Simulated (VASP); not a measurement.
MoN2:

```
Mo N
1.0
     4.34805    0.00000    0.00000
     0.00000    4.34805    0.00000
     0.00000    0.00000    2.76746
Mo N
2 4
Direct
  0.00000 0.00000 0.00000
  0.50000 0.50000 0.00000
  0.61165 0.88835 0.50000
  0.38835 0.11165 0.50000
  0.11165 0.61165 0.50000
  0.88835 0.38835 0.50000
```

Base run:

```yaml
Program: VASP 6.6.1
Functional: PBEsol
Potentials_or_basis: VASP PAW PBE potentials, release 64 (Mo_sv, N)
Cutoff: 520 eV
k_mesh: 6 × 6 × 10
Occupations: fermi-dirac, width 0.05 eV
Spin: no spin polarisation
Hubbard_terms: Mo d U = 2.0 eV
```

Its results: band gap on the k mesh zero (bands 24 and 25 overlap by 2.03 eV); pressure -10.8 GPa; largest force 0.155 eV/Å.

**Question.** The run is repeated on the same cell with these changes: hubbard terms from Mo d U = 2.0 eV to Mo d U = 3.0 eV. What comes out?

**Answer.** Band gap on the k mesh zero (bands 24 and 25 overlap by 2.06 eV); pressure -9.1 GPa; largest force 0.150 eV/Å.

Caveats: the cell stands under tension; the PAW data sets were made with another functional, which shifts forces and pressure a little; U without spin polarisation on a metal has little footing.
